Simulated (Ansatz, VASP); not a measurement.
**Ge: VASP beside Ansatz**

```
Ge
1.0
     0.00000    2.86524    2.86524
     2.86524    0.00000    2.86524
     2.86524    2.86524    0.00000
Ge
2
Direct
  0.00000 0.00000 0.00000
  0.25000 0.25000 0.25000
```

Change from the starting cell: hydrostatic strain +1.0%.

Alike in both runs: task single point; functional r2SCAN; k mesh 8 × 8 × 8; occupations fermi-dirac, width 0.02 eV; no spin polarisation.

```csv
,VASP,Ansatz
version,VASP 6.6.1,Ansatz 0.2.0
potentials or method,"VASP PAW PBE potentials, release 64 (Ge_d)","plane waves, PAW"
plane-wave cutoff (eV),520,500
valence electrons in the cell,28,28
```

VASP gave:

| Item | Value |
| --- | --- |
| pressure (GPa) | -1.9 |

Task: Which values does Ansatz return?

Result: Pressure (GPa): -2.0.

VASP's potentials were made for PBE, not for r2SCAN. With one functional, cell and mesh, what is left measures potentials, basis and numerics.
